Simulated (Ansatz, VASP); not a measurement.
NiO in VASP and in Ansatz

```
Ni O
1.0
     0.00000    2.08590    2.08590
     2.08590    0.00000    2.08590
     2.08590    2.08590    0.00000
Ni O
1 1
Direct
  0.00000 0.00000 0.00000
  0.50000 0.50000 0.50000
```

Alike in both runs: functional PBEsol; k mesh 11 × 11 × 11; occupations fermi-dirac, width 0.05 eV; collinear spin; Hubbard terms Ni d U = 8.0 eV.

|  | VASP | Ansatz |
| --- | --- | --- |
| version | VASP 6.6.1 | Ansatz 0.2.0 |
| potentials or method | VASP PAW PBE potentials, release 64 (Ni_sv_GW, O) | Ansatz PAW |
| plane-wave cutoff (eV) | 700 | 420 |
| valence electrons in the cell | 24 | 24 |
| task | single point | projected density of states |

Ansatz gave:

* gap on the k mesh at the Fermi level (eV): 2.36
* least direct gap on the mesh (eV): 3.43
* pressure (GPa): 6.2
* net moment per atom (μB): 1.00
* size of the moment on the site where the two differ most (μB): 1.74

Q: What did VASP give for the same quantities?

A: gap on the k mesh at the Fermi level (eV): 2.47; least direct gap on the mesh (eV): 3.72; pressure (GPa): 2.7; net moment per atom (μB): 1.00; size of the moment on the site where the two differ most (μB): 1.81.

VASP's potentials were made for PBE, not for PBEsol. Site moments also hang on the region over which each program counts them. The programs project onto different local orbitals, so the same U acts differently, and such runs can settle in different states.

Noted on Ansatz's run: the magnetic or orbital state may not be the lowest; odd divisions of the mesh miss points on the zone boundary, where band edges often lie, so the gap on the mesh can be too wide.
